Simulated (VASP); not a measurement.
Runs of VASP 6.6.1 on Cu. The cell holds a slab with vacuum, 6 atoms: a = 2.504 Å, b = 2.504 Å, c = 24.576 Å, α = 90.00°, β = 90.00°, γ = 120.00°. 

| smearing | gap on the mesh (eV) | largest force (eV/Å) |
| --- | --- | --- |
| fermi-dirac 0.3 eV | none | (a) |
| fermi-dirac 0.2 eV | none | 0.26 |
| fermi-dirac 0.1 eV | none | 0.26 |
| fermi-dirac 0.5 eV | none | 0.18 |

Alike in all rows: task single point; level LDA; potentials or basis VASP PAW LDA potentials, release 64 (Cu); no spin polarisation; cell as given; k mesh 10 × 10 × 1; cutoff (eV) 520.

**Question.** Fill in the values left out.

**Answer.** (a) 0.25.

A gap of «none» marks levels without a gap at the run's occupations.
